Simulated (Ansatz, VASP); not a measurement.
# Mo: VASP beside Ansatz

```
CELL_PARAMETERS angstrom
-1.34642 1.34642 2.22233
1.34642 -1.34642 2.22233
1.34642 1.34642 -2.22233
ATOMIC_POSITIONS crystal
Mo 0.00000 0.00000 0.00000
```

Alike in both runs: functional PBE; k mesh 8 × 8 × 8; occupations gaussian, width 0.1 eV; no spin polarisation.

Ansatz relaxed the structure, and its values are those at the end. VASP's run is a single point on that final structure, the one shown.

|  | VASP | Ansatz |
| --- | --- | --- |
| version | VASP 6.6.1 | Ansatz 0.2.0 |
| potentials or method | VASP PAW PBE potentials, release 64 (Mo_sv), cutoff 520 eV | scalar-relativistic, plane waves, PAW |
| valence electrons in the cell | 14 | 14 |

VASP gave:

| Item | Value |
| --- | --- |
| gap on the k mesh at the Fermi level (eV) | none |
| pressure (GPa) | 0.3 |

Q: Which values does Ansatz return?

A: gap on the k mesh at the Fermi level (eV): none; pressure (GPa): 0.0.

A gap of «none» marks a metal or a gap that the smearing closes. With one functional, cell and mesh, what is left measures potentials, basis and numerics.

The k mesh is coarse, so the values compare programs but aren't converged.
